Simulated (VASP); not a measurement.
Runs of VASP 6.6.1 on CaO. The structure is that of space group Fm-3m (No. 225), or close to it. The cells are those of the table. 

```csv
task,cell,k mesh,cutoff (eV),smearing,gap on the mesh (eV),pressure (GPa)
single point,"a = 3.157 Å, angles 60.0°, 2 atoms",8 × 8 × 8,600,gaussian 0.1 eV,3.30,36.4
single point,"a = 3.327 Å, angles 60.0°, 2 atoms",8 × 8 × 8,520,gaussian 0.01 eV,3.49,(a)
relaxation of cell and atoms,"relaxed to 35 GPa from a = 3.157 Å, angles 60.0°, 2 atoms",10 × 10 × 10,600,gaussian 0.01 eV,3.31,35.0
single point,"a = 3.157 Å, angles 60.0°, 2 atoms",10 × 10 × 10,600,gaussian 0.02 eV,3.30,36.4
relaxation of cell and atoms,"relaxed to 35 GPa from a = 3.157 Å, angles 60.0°, 2 atoms",8 × 8 × 8,600,gaussian 0.1 eV,3.31,35.0
relaxation of cell and atoms,"relaxed to 5 GPa from a = 3.371 Å, angles 60.0°, 2 atoms",8 × 8 × 8,600,gaussian 0.01 eV,3.50,5.0
relaxation of cell and atoms,"relaxed from a = 3.403 Å, angles 60.0°, 2 atoms",8 × 8 × 8,600,gaussian 0.02 eV,3.53,0.0
single point,"a = 3.157 Å, angles 60.0°, 2 atoms",10 × 10 × 10,600,gaussian 0.01 eV,3.30,36.4
```

Alike in all rows: level PBEsol; potentials or basis VASP PAW PBE potentials, release 64 (Ca_sv, O); no spin polarisation.

Q: Estimate the missing entries.

A: (a) 5.7.

Caveats: the PAW data sets were made with another functional, which shifts forces and pressure a little; the cell stands under pressure (at least some runs); the cell is relaxed towards a set pressure, so the run minimises the enthalpy, not the energy (at least some runs).

A k mesh can miss the band edges.
